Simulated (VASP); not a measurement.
Set up this calculation in VASP 6.6.1, as the native input.

| Quantity | Value |
| --- | --- |
| Task | single point |
| Functional | r2SCAN |
| Dispersion | rVV10 |
| Potentials or basis | VASP PAW PBE potentials, release 64 (Rb_sv) |
| Cutoff | 520 eV |
| k mesh | 10 × 10 × 10 |
| Occupations | gaussian, width 0.1 eV |
| Spin | no spin polarisation |
| Dipole correction | no |
| Further INCAR settings | ALGO = Normal; EDIFF = 1e-07; NBANDS = 10 |

Rb:

```
Rb
1.0
    -2.75170    2.75170    2.75170
     2.75170   -2.75170    2.75170
     2.75170    2.75170   -2.75170
Rb
1
Direct
  0.00000 0.00000 0.00000
```

One way to write it, as run:

POSCAR

```
Rb
1.0
   -2.7517033557      2.7517033557      2.7517033557
    2.7517033557     -2.7517033557      2.7517033557
    2.7517033557      2.7517033557     -2.7517033557
Rb
1
Direct
    0.0000000000      0.0000000000      0.0000000000
```

INCAR.step1

```
  PREC = Accurate
  ENCUT = 520
  ISMEAR = 0
  SIGMA = 0.1
  LREAL = False
  LASPH = True
  NELM = 100
  NBANDS = 10
  GGA = PE
  ALGO = Normal
  EDIFF = 1E-4
  LWAVE = True
  LCHARG = False
```

INCAR.step2

```
  PREC = Accurate
  ENCUT = 520
  EDIFF = 1E-7
  ISMEAR = 0
  SIGMA = 0.1
  LREAL = False
  LASPH = True
  NELM = 100
  ALGO = Normal
  ISIF = 2
  LWAVE = False
  LCHARG = False
  METAGGA = R2SCAN
  LMIXTAU = True
  LUSE_VDW = True
  IVDW_NL = 2
  BPARAM = 11.95
  CPARAM = 0.0093
  NBANDS = 10
  ISTART = 1
```

KPOINTS

```
regular mesh
0
Gamma
  10 10 10
```

Potentials or basis: VASP PAW PBE potentials, release 64 (Rb_sv).

The run is started by

```console
$ cat potpaw_PBE.64/Rb_sv/POTCAR > POTCAR
$ cp INCAR.step1 INCAR
$ mpirun -np 1 vasp_std > vasp.out
$ cp INCAR.step2 INCAR
$ mpirun -np 1 vasp_std > vasp.out
```

It gave:

| Item | Value |
| --- | --- |
| Pressure | 0.3 GPa |
| Band gap on the k mesh | zero (an odd number of electrons rules out a gap without spin polarisation) |

Caveat: the PAW data sets were made with another functional, which shifts forces and pressure a little.

Run time: 5.6 min on 1 thread of Intel Xeon 8259CL, on a shared host, peak memory 0.41 GiB.
